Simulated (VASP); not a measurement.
# Mg (I4/mmm) in VASP: a series of runs

Mg is run at these levels: PBE; tasks: single point.

Program: VASP 6.6.1. These are calculated values, not measurements. Logs are shortened: lines on timing, memory, paths and dates and some standing lists are left out, and cuts for length are marked.

## Step 1: The cell of the first run

Symmetry: I4/mmm, No. 139, tetragonal system. The conventional cell has a = 3.586 Å, b = 3.586 Å, c = 3.819 Å, α = 90.00°, β = 90.00°, γ = 90.00°. Mg (site symmetry 4/mmm) has 14 Mg at 3.17 to 3.82 Å within 4.2 Å.

## Step 2: Single point, PBE

Input file INCAR:

```
PREC = Accurate
ENCUT = 520
EDIFF = 1E-7
ISMEAR = 0
SIGMA = 0.15
LREAL = F
LASPH = T
NELM = 60
ALGO = Normal
ISIF = 2
LWAVE = F
LCHARG = T
GGA = PE
LELF = T
LVHAR = T
NBANDS = 7
```

Input file KPOINTS:

```
Automatic mesh
0
Gamma
  18 18 18
```

Input file POSCAR:

```
Mg
1.0
   -1.7927500000      1.7927500000      1.9094500000
    1.7927500000     -1.7927500000      1.9094500000
    1.7927500000      1.7927500000     -1.9094500000
Mg
1
Direct
    0.0000000000      0.0000000000      0.0000000000
```

Potentials or basis: VASP PAW PBE potentials, release 64 (Mg).

The run is started by

```bash
> cat potpaw_PBE.64/Mg/POTCAR > POTCAR
> mpirun -np 1 vasp_std > vasp.out
```

OUTCAR:

```text
PREC = Accurate
   ENCUT = 520
   EDIFF = 1E-7
   ISMEAR = 0
   LREAL = F
   LASPH = T
   NELM = 60
   ISIF = 2
   GGA = PE

 ion  position               nearest neighbor table
   1  0.000  0.000  0.000-

  LATTYP: Found a body centered tetragonal cell.
 ALAT       =     3.5855000000
 C/A-ratio  =     1.0650955236

  Lattice vectors:

 A1 = (  -1.7927500000,   1.7927500000,   1.9094500000)
 A2 = (   1.7927500000,  -1.7927500000,   1.9094500000)
 A3 = (   1.7927500000,   1.7927500000,  -1.9094500000)

Analysis of symmetry for initial positions (statically):
=====================================================================
 Subroutine PRICEL returns:
 Original cell was already a primitive cell.

 Routine SETGRP: Setting up the symmetry group for a
 body centered tetragonal supercell.

 Subroutine GETGRP returns: Found 16 space group operations
 (whereof 16 operations were pure point group operations)
 out of a pool of 16 trial point group operations.

The static configuration has the point symmetry D_4h.

Analysis of symmetry for dynamics (positions and initial velocities):
=====================================================================
 Subroutine PRICEL returns:
 Original cell was already a primitive cell.

 Routine SETGRP: Setting up the symmetry group for a
 body centered tetragonal supercell.

 Subroutine GETGRP returns: Found 16 space group operations
 (whereof 16 operations were pure point group operations)
 out of a pool of 16 trial point group operations.

The dynamic configuration has the point symmetry D_4h.

 Subroutine INISYM returns: Found 16 space group operations
 (whereof 16 operations are pure point group operations),
 and found     1 'primitive' translations

----------------------------------------------------------------------------------------

                                     Primitive cell

  volume of cell :      24.5475

  direct lattice vectors                    reciprocal lattice vectors
    -1.792750000  1.792750000  1.909450000     0.000000000  0.278901130  0.261855508
     1.792750000 -1.792750000  1.909450000     0.278901130  0.000000000  0.261855508
     1.792750000  1.792750000 -1.909450000     0.278901130  0.278901130  0.000000000

  length of vectors
     3.173941466  3.173941466  3.173941466     0.382562606  0.382562606  0.394425760

  position of ions in fractional coordinates (direct lattice)
     0.000000000  0.000000000  0.000000000

  ion indices of the primitive-cell ions
   primitive index   ion index
                 1           1

----------------------------------------------------------------------------------------

 KPOINTS: Automatic mesh

Automatic generation of k-mesh.
 Grid dimensions read from file:
 generate k-points for:   18   18   18

 Generating k-lattice:

  Cartesian coordinates                     Fractional coordinates (reciprocal lattice)
     0.000000000  0.015494507  0.014547528     0.055555556  0.000000000  0.000000000
     0.015494507  0.000000000  0.014547528     0.000000000  0.055555556  0.000000000
     0.015494507  0.015494507  0.000000000     0.000000000  0.000000000  0.055555556

  Length of vectors
     0.021253478  0.021253478  0.021912542

  Shift w.r.t. Gamma in fractional coordinates (k-lattice)
     0.000000000  0.000000000  0.000000000

 Subroutine IBZKPT returns following result:
 ===========================================

 Found    480 irreducible k-points:

 Following reciprocal coordinates:
            Coordinates               Weight
  0.000000  0.000000  0.000000      1.000000
  0.055556  0.000000  0.000000      8.000000
  0.111111  0.000000  0.000000      8.000000
  0.166667 -0.000000  0.000000      8.000000
  0.222222 -0.000000  0.000000      8.000000
  0.277778  0.000000  0.000000      8.000000
[... 16 lines left out ...]
 -0.277778  0.055556  0.000000     16.000000
 -0.222222  0.055556 -0.000000     16.000000
 [... further k-points ...]
   k-points           NKPTS =    480   k-points in BZ     NKDIM =    480   number of bands    NBANDS=      7
   number of dos      NEDOS =    301   number of ions     NIONS =      1
   total plane-waves  NPLWV =  13824
   dimension x,y,z NGX =    24 NGY =   24 NGZ =   24
   dimension x,y,z NGXF=    48 NGYF=   48 NGZF=   48
   ions per type =               1
   NGX,Y,Z   is equivalent  to a cutoff of  12.57, 12.57, 12.57 a.u.
   NGXF,Y,Z  is equivalent  to a cutoff of  25.14, 25.14, 25.14 a.u.
 SYSTEM =  unknown system
   PREC   = accura    normal or accurate (medium, high low for compatibility)
   ISTART =      0    job   : 0-new  1-cont  2-samecut
   ICHARG =      2    charge: 1-file 2-atom 10-const
   ISPIN  =      1    spin polarized calculation?
   LNONCOLLINEAR =      F non collinear calculations
   LSORBIT =      F    spin-orbit coupling
   LASPH  =      T    aspherical Exc in radial PAW
   ENCUT  =  520.0 eV  38.22 Ry    6.18 a.u.   5.90  5.90  5.90*2*pi/ulx,y,z
   NELM   =     60;   NELMIN=  2; NELMDL= -5     # of ELM steps
   EDIFF  = 0.1E-06   stopping-criterion for ELM
   LREAL  =      F    real-space projection
   EDIFFG = 0.1E-05   stopping-criterion for IOM
   NSW    =      0    number of steps for IOM
   IBRION =     -1    ionic relax: 0-MD 1-quasi-New 2-CG
   NFREE  =      0    steps in history (QN), initial steepest desc. (CG)
   ISIF   =      2    stress and relaxation
   ISYM   =      2    0-nonsym 1-usesym 2-fastsym
   POTIM  = 0.5000    time-step for ionic-motion
   TEBEG  =    0.0;   TEEND  =   0.0 temperature during run
   PSTRESS=    0.0 pullay stress
   NELECT =       2.0000    total number of electrons
   NUPDOWN=      -1.0000    fix difference up-down
   EMIN   =  10.00;   EMAX   =-10.00  energy-range for DOS
   EFERMI =   0.00;   METHOD = LEGACY
   ISMEAR =     0;   SIGMA  =   0.15  broadening in eV -4-tet -1-fermi 0-gaus
   EFERMI_NEDOS =   21; number of points for ismear=-14 and -15
   IALGO  =     38    algorithm
   IMIX   =      4    mixing-type and parameters
     AMIX     =   0.40;   BMIX     =  1.00
     AMIX_MAG =   1.60;   BMIX_MAG =  1.00
  volume/ion in A,a.u.               =      24.55       165.65
  Fermi-wavevector in a.u.,A,eV,Ry     =   0.709712  1.341162  6.853137  0.503691
  Thomas-Fermi vector in A             =   1.796367
   LORBIT       =      0    0 simple, 1 ext, 2 COOP (PROOUT), +10 PAW based schemes
   GGA     = PE    functional components
   LHFCALC =     F    Hartree Fock is set to
   AEXX    =    0.0000 exact exchange contribution
   IVDW    =     0    specifies the selected vdW correction
   LEPSILON=     F    determine dielectric tensor
   LRPA    =     F    only Hartree local field effects (RPA)
 non-spin polarized calculation
 Gauss-broadening in eV      SIGMA  =   0.15
  energy-cutoff  :      520.00
  volume of cell :       24.55
 maximum number of plane-waves:       678
   NGX = 11   NGY = 11   NGZ = 11

 number of electron       2.0000000 magnetization

 Free energy of the ion-electron system (eV)
  ---------------------------------------------------
  ext. energy  EPLUGINS =         0.00000000
  ---------------------------------------------------
  free energy    TOTEN  =        -1.46849724 eV

  energy without entropy =       -1.46341284  energy(sigma->0) =       -1.46595504

 E-fermi :   2.3182     XC(G=0):  -8.2897

 val. band max:        2.3138042622   @ k =  -0.3889  -0.3889   0.2222
 cond. band min:       2.3495112634   @ k =  -0.3889  -0.4444   0.1667
 fundamental gap:      0.0357070012
 Fermi energy:         2.3182203552

 k-point     1 :       0.0000    0.0000    0.0000
  band No.  band energies     occupation
      1      -4.3517      2.00000
      2      14.5369      0.00000
      3      14.5369      0.00000
      4      15.6963      0.00000
      5      16.1929      0.00000
      6      16.2020      0.00000
      7      16.5137      0.00000

 k-point     2 :       0.0556    0.0000    0.0000
  band No.  band energies     occupation
      1      -4.2835      2.00000
      2      13.6342      0.00000
      3      14.1965      0.00000
      4      15.2805      0.00000
      5      15.5430      0.00000
      6      16.2328      0.00000
      7      16.7694      0.00000

 k-point     3 :       0.1111    0.0000    0.0000
  band No.  band energies     occupation
      1      -4.0793      2.00000
      2      11.9050      0.00000
      3      13.5630      0.00000
      4      14.5250      0.00000
      5      14.9554      0.00000
      6      15.9309      0.00000
      7      16.8361      0.00000

 k-point     4 :       0.1667   -0.0000    0.0000
  band No.  band energies     occupation
      1      -3.7398      2.00000
      2      10.0910      0.00000
      3      12.9319      0.00000
      4      13.7599      0.00000
      5      14.3622      0.00000
      6      15.3992      0.00000
      7      16.9774      0.00000

 k-point     5 :       0.2222   -0.0000    0.0000
  band No.  band energies     occupation
      1      -3.2664      2.00000
      2       8.3320      0.00000
      3      12.3743      0.00000
      4      13.0771      0.00000
      5      13.8063      0.00000
      6      14.8703      0.00000
      7      17.2378      0.00000
[... 161 lines left out ...]
 k-point    22 :      -0.3333    0.0556   -0.0000
  band No.  band energies     occupation
      1      -2.2338      2.00000
      2       5.8622      0.00000
      3      11.0349      0.00000
      4      11.7959      0.00000
      5      13.8456      0.00000
      6      14.6021      0.00000
      7      17.0341      0.00000

 k-point    23 :      -0.2778    0.0556    0.0000
  band No.  band energies     occupation
      1      -2.9083      2.00000
      2       7.4762      0.00000
      3      11.5780      0.00000
      4      12.1774      0.00000
      5      14.3590      0.00000
      6      14.8388      0.00000
      7      16.7031      0.00000

 k-point    24 :      -0.2222    0.0556   -0.0000
  band No.  band energies     occupation
      1      -3.4520      2.00000
      2       9.1854      0.00000
      3      12.2366      0.00000
      4      12.6585      0.00000
      5      14.9439      0.00000
      6      15.0580      0.00000
      7      16.6076      0.00000

 [... further k-points ...]

------------------------ aborting loop because EDIFF is reached ----------------------------------------

  FORCE on cell =-STRESS in cart. coord.  units (eV):
  Direction    XX          YY          ZZ          XY          YZ          ZX
  --------------------------------------------------------------------------------------
  -------------------------------------------------------------------------------------
  Total       -0.3568122     -0.3568122     -0.3019379      0.0000000     -0.0000000      0.0000000
  in kB      -23.2885536    -23.2885536    -19.7069951      0.0000000     -0.0000000      0.0000000
  external PRESSURE =     -22.0947007 kB  Pullay stress =       0.0000000 kB

 VOLUME and BASIS-vectors are now :
 -----------------------------------------------------------------------------
  energy-cutoff  :      520.00
  volume of cell :       24.55
      direct lattice vectors                 reciprocal lattice vectors
    -1.792750000  1.792750000  1.909450000     0.000000000  0.278901130  0.261855508
     1.792750000 -1.792750000  1.909450000     0.278901130  0.000000000  0.261855508
     1.792750000  1.792750000 -1.909450000     0.278901130  0.278901130  0.000000000

 POSITION                                       TOTAL-FORCE (eV/Angst)
 -----------------------------------------------------------------------------------
      0.00000      0.00000      0.00000        -0.000000      0.000000      0.000000
 -----------------------------------------------------------------------------------
    total drift:                                0.000000      0.000000      0.000000

  FREE ENERGIE OF THE ION-ELECTRON SYSTEM (eV)
  ---------------------------------------------------
  free  energy   TOTEN  =        -1.4684972372 eV

  energy  without entropy=       -1.4634128439  energy(sigma->0) =       -1.46595504
```

Run time: 15 s. Hardware: 1 thread of Intel Xeon 6975P-C (Granite Rapids), shared host; peak memory 0.2 GiB.

Results:

```yaml
Free_energy: -1.4685 eV
Pressure: -2.2 GPa
Band_gap_on_the_k_mesh: zero (band 1 reaches 5.15 eV, above the bottom of band 2 at 1.25 eV)
```

Stress tensor (GPa, compression positive):
```
-2.33  0.00  0.00
 0.00 -2.33  0.00
 0.00  0.00 -1.97
```

## Step 3: Single point, PBE

This run uses another cell than the first one, of 25.02 Å³/atom, 1.019 times its volume.

Input file INCAR:

```
ALGO = Fast ; EDIFF = 1E-7
ENCUT = 520 ; GGA = PE
ISIF = 2 ; ISMEAR = 0
LASPH = T ; LCHARG = F
LREAL = F ; LWAVE = F
NBANDS = 7 ; NELM = 100
PREC = Accurate ; SIGMA = 0.15
```

Input file KPOINTS:

```
k-points
0
Gamma
  18 18 18
```

Input file POSCAR:

```
Mg
1.0
   -1.8784000000      1.8784000000      1.7730500000
    1.8784000000     -1.8784000000      1.7730500000
    1.8784000000      1.8784000000     -1.7730500000
Mg
1
Direct
    0.0000000000      0.0000000000      0.0000000000
```

Potentials or basis: VASP PAW PBE potentials, release 64 (Mg).

The run is started by

```bash
> cat potpaw_PBE.64/Mg/POTCAR > POTCAR
> mpirun -np 1 vasp_std > vasp.out
```

It took 15 s on 1 thread of Intel Xeon 6975P-C (Granite Rapids), shared host; peak memory 0.2 GiB.

It converged, with:

| Property | Result |
| --- | --- |
| Free energy | -1.4600 eV |
| Pressure | -2.7 GPa |
| Band gap on the k mesh | zero (band 1 reaches 5.42 eV, above the bottom of band 2 at 1.02 eV) |

Levels at points of the mesh, in eV from the Fermi level:
| k point | band 1 | band 2 | band 3 | band 4 |
| --- | --- | --- | --- | --- |
| (0.00, 0.00, 0.00) | -6.58 | 11.75 | 12.86 | 12.86 |
| (0.50, 0.00, 0.00) | -1.27 | -0.78 | 8.03 | 8.41 |
| (0.50, 0.50, 0.00) | -1.51 | -1.19 | 8.99 | 9.31 |
| (0.50, 0.50, 0.50) | 3.21 | 3.21 | 3.72 | 4.09 |

## Step 4: Single point, PBE

This run uses another cell than the first one, of 25.25 Å³/atom, 1.029 times its volume.

Input file INCAR:

```
SYSTEM = Mg
ALGO = Normal ; EDIFF = 1E-6
ENCUT = 520 ; GGA = PE
ISIF = 2 ; ISMEAR = 0
LASPH = .TRUE. ; LCHARG = .TRUE.
LELF = .TRUE. ; LREAL = .FALSE.
LVHAR = .TRUE. ; LWAVE = .FALSE.
NBANDS = 7 ; NELM = 60
PREC = Accurate ; SIGMA = 0.15
```

Input file KPOINTS:

```
k-points
0
G
  18 18 18
  0 0 0
```

Input file POSCAR:

```
Mg
1.0
   -1.9640500000      1.9640500000      1.6366500000
    1.9640500000     -1.9640500000      1.6366500000
    1.9640500000      1.9640500000     -1.6366500000
Mg
1
Direct
    0.0000000000      0.0000000000      0.0000000000
```

The run is started by

```bash
> cat potpaw_PBE.64/Mg/POTCAR > POTCAR
> mpirun -np 1 vasp_std > vasp.out
```

Wall time 20 s (1 thread of Intel Xeon 6975P-C (Granite Rapids), shared host); peak memory 0.21 GiB.

The run converged. Its results:

- Free energy: -1.4524 eV
- Pressure: -2.5 GPa
- Band gap on the k mesh: zero (band 1 reaches 4.69 eV, above the bottom of band 2 at 0.43 eV)

Stress tensor (GPa, compression positive):
```
-2.92  0.00  0.00
 0.00 -2.92  0.00
 0.00  0.00 -1.71
```

Levels at points of the mesh, in eV from the Fermi level:
```csv
k point,band 1,band 2,band 3,band 4
"(0.00, 0.00, 0.00)",-6.53,10.31,12.07,12.07
"(0.50, 0.00, 0.00)",-1.01,-0.38,7.49,7.94
"(0.50, 0.50, 0.00)",-1.77,-1.72,10.70,10.90
"(0.50, 0.50, 0.50)",2.39,2.39,3.24,3.49
```

## Step 5: Summary

| cell | gap on the mesh (eV) | pressure (GPa) |
| --- | --- | --- |
| a = 3.174 Å, angles 111.2, 111.2, 106.0°, 1 atom | none | -2.2 |
| a = 3.194 Å, angles 108.0, 108.0, 112.6°, 1 atom | none | -2.7 |
| a = 3.224 Å, angles 104.9, 104.9, 119.0°, 1 atom | none | -2.5 |

Alike in all rows: task single point; level PBE; potentials or basis VASP PAW PBE potentials, release 64 (Mg); no spin polarisation; k mesh 18 × 18 × 18; cutoff (eV) 520; smearing gaussian 0.15 eV.

Absolute energies hang on the potentials; compare differences alone.
